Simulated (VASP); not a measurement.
Set up this calculation in VASP 6.6.1, as the native input.

```yaml
Task: single point
Functional: r2SCAN
Potentials_or_basis: VASP PAW PBE potentials, release 64 (Mo_sv, S)
Cutoff: 520 eV
k_mesh: 12 × 12 × 4
Occupations: gaussian, width 0.01 eV
Spin: no spin polarisation
Dipole_correction: no
Further_INCAR_settings: ALGO = Normal; EDIFF = 1e-06; NBANDS = 20
```

Crystal: MoS2.

```
Mo S
1.0
     3.10596    0.00000    0.00000
    -1.55298    2.68984    0.00000
     0.00000    0.00000    6.67042
Mo S
1 2
Direct
  0.00000 0.00000 0.00000
  0.33333 0.66667 0.23615
  0.33333 0.66667 0.76385
```

This cell differs from its parent crystal: strain -2.0%.

One way to write it, as run:

POSCAR

```
MoS2
1.0
    3.1059562055      0.0000000000      0.0000000000
   -1.5529781028      2.6898369770      0.0000000000
    0.0000000000      0.0000000000      6.6704196970
Mo S
1 2
Direct
    0.0000000000      0.0000000000      0.0000000000
    0.3333333333      0.6666666667      0.2361464865
    0.3333333333      0.6666666667      0.7638535135
```

INCAR.step1

```
ALGO = Normal ; EDIFF = 1E-4
ENCUT = 520 ; GGA = PE
ISMEAR = 0 ; LASPH = True
LCHARG = False ; LREAL = False
LWAVE = True ; NBANDS = 20
NELM = 80 ; PREC = Accurate
SIGMA = 0.01
```

INCAR.step2

```
ALGO = Normal ; EDIFF = 1E-6
ENCUT = 520 ; ISIF = 2
ISMEAR = 0 ; ISTART = 1
LASPH = True ; LCHARG = True
LELF = True ; LMIXTAU = True
LREAL = False ; LVHAR = True
LWAVE = False ; METAGGA = R2SCAN
NBANDS = 20 ; NELM = 80
PREC = Accurate ; SIGMA = 0.01
```

KPOINTS

```
k-points
0
Gamma
  12 12 4
```

Potentials or basis: VASP PAW PBE potentials, release 64 (Mo_sv, S).

Launch:

```console
$ cat potpaw_PBE.64/Mo_sv/POTCAR potpaw_PBE.64/S/POTCAR > POTCAR
$ cp INCAR.step1 INCAR
$ mpirun -np 1 vasp_std > vasp.out
$ cp INCAR.step2 INCAR
$ mpirun -np 1 vasp_std > vasp.out
```

Results of the run:

```
Pressure               : 5.7 GPa
Largest force          : 0.041 eV/Å
Band gap on the k mesh : 1.41 eV (least direct gap 2.05 eV)
```

Caveat: the cell differs from its parent crystal (strain -2.0%); the stress differs along the axes, from 2 to 7 GPa; the PAW data sets were made with another functional, which shifts forces and pressure a little.

Run time: 3.9 min on 1 thread of Intel Xeon 8259CL, on a shared host, peak memory 0.21 GiB.
